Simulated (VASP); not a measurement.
Runs of VASP 6.6.1 on S. The structure is that of space group P6/mmm (No. 191), or close to it. The cells are those of the table. This isn't the form of S at room conditions, which is orthorhombic, of S8 rings.

| task | cell | k mesh | cutoff (eV) | gap on the mesh (eV) | pressure (GPa) | relaxed volume (Å³/atom) |
| --- | --- | --- | --- | --- | --- | --- |
| single point | a = 6.329, b = 6.329, c = 2.128 Å, angles 90.0, 90.0, 120.0°, 3 atoms | 6 × 6 × 6 | 520 | none | -0.1 | - |
| relaxation of cell and atoms | relaxed from a = 6.329, b = 6.329, c = 2.128 Å, angles 90.0, 90.0, 120.0°, 3 atoms | 9 × 9 × 20 | 600 | none | 0.0 | 32.44 |
| single point | a = 5.666, b = 5.666, c = 3.473 Å, angles 90.0, 90.0, 120.0°, 3 atoms | 6 × 6 × 6 | 520 | none | -10.8 | - |
| relaxation of cell and atoms | relaxed from a = 5.666, b = 5.666, c = 3.473 Å, angles 90.0, 90.0, 120.0°, 3 atoms | 6 × 6 × 6 | 600 | none | -0.1 | (a) |

Alike in all rows: level PBE; potentials or basis VASP PAW PBE potentials, release 64 (S); no spin polarisation; smearing gaussian 0.1 eV.

Task: Estimate the missing entries.

Result: (a) 24.73.

Caveats: some runs use coarse meshes; the volume moved by over 15 % at a fixed basis, so the end points are rough (at least some runs); the cell stands under tension (at least some runs).

A gap of «none» marks levels without a gap at the run's occupations.
